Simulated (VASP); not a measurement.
A run of VASP 6.6.1 is set up as follows.

POSCAR

```
Al
1.0
    2.0861749703      2.0861749703      0.0000000000
   -2.0861749703      2.0861749703      0.0000000000
    0.0000000000      0.0000000000      3.8848770260
Al
2
Direct
    0.0000000000      0.0000000000      0.0000000000
    0.5000000000      0.5000000000      0.5000000000
```

Contents of INCAR.step1:

```
SYSTEM = Al
ALGO = Normal
EDIFF = 1E-4
ENCUT = 520
GGA = PE
ISMEAR = 0
LASPH = .TRUE.
LCHARG = .FALSE.
LREAL = .FALSE.
LWAVE = .TRUE.
NBANDS = 10
NELM = 60
PREC = Accurate
SIGMA = 0.1
```

INCAR.step2

```
SYSTEM = Al
ALGO = Normal
EDIFF = 1E-6
ENCUT = 520
ISIF = 2
ISMEAR = 0
ISTART = 1
LASPH = .TRUE.
LCHARG = .FALSE.
LMIXTAU = .TRUE.
LREAL = .FALSE.
LWAVE = .FALSE.
METAGGA = R2SCAN
NBANDS = 10
NELM = 60
PREC = Accurate
SIGMA = 0.1
```

File KPOINTS:

```
k-points
0
G
  18 18 14
  0 0 0
```

Potentials or basis: VASP PAW PBE potentials, release 64 (Al).

Run with:

```sh
$ cat potpaw_PBE.64/Al/POTCAR > POTCAR
$ cp INCAR.step1 INCAR
$ mpirun -np 1 vasp_std > vasp.out
$ cp INCAR.step2 INCAR
$ mpirun -np 1 vasp_std > vasp.out
```

Task: Predict the band gap on the k mesh.

Result: Zero (bands 3 and 4 overlap by 11.70 eV).

Task: What does it give for the pressure?

Result: -4.7 GPa.

Stress tensor (GPa, compression positive):
```
-5.84  0.00  0.00
 0.00 -5.84  0.00
 0.00  0.00 -2.54
```

Caveat: the cell differs from its parent crystal (biaxial strain in the a-b plane: +4.5 %); the cell stands under tension; the PAW data sets were made with another functional, which shifts forces and pressure a little.
